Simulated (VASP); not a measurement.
Input of a VASP 6.6.1 run:

Contents of INCAR:

```
SYSTEM = B3As2
PREC = Accurate
ENCUT = 560
EDIFF = 1E-7
ISMEAR = 0
SIGMA = 0.1
LREAL = .False.
LASPH = .True.
NELM = 120
ALGO = Normal
ISIF = 3
LWAVE = .False.
LCHARG = .False.
GGA = PE
IBRION = 2
NSW = 90
EDIFFG = -0.04
GGA_COMPAT = .False.
NELMIN = 4
```

File KPOINTS:

```
Automatic mesh
0
Gamma
  6 6 4
  0 0 0
```

Contents of POSCAR:

```
B3As2
1.0
    1.9654700400     -3.5124110200      0.0000000000
    1.9654700400      3.5124110200      0.0000000000
    0.0000000000      0.0000000000      5.9746691300
B As
3 2
Direct
    0.6796362100      0.6796362100      0.5000000000
    0.3203637900      0.3203637900      0.5000000000
    0.5000000000      0.5000000000      0.0000000000
    0.8435039400      0.1564960600      0.5000000000
    0.1564960600      0.8435039400      0.5000000000
```

Potentials or basis: VASP PAW PBE potentials, release 64 (B, As_d).

Run with:

```console
$ cat potpaw_PBE.64/B/POTCAR potpaw_PBE.64/As_d/POTCAR > POTCAR
$ mpirun -np 1 vasp_std > vasp.out
```

(1) Predict the relaxed volume.

(2) Estimate the space group after relaxing (to 0.1 Å).

(3) Estimate the band gap on the k mesh.

Answers

(1) 15.10 Å³/atom.

(2) Cmmm (No. 65).

(3) zero (an odd number of electrons rules out a gap without spin polarisation).

Caveat: a cell axis changed by over 15 % at a fixed basis, so the end point is rough; an odd number of electrons without spin polarisation forces a metal; a magnetic or distorted state may lie lower.
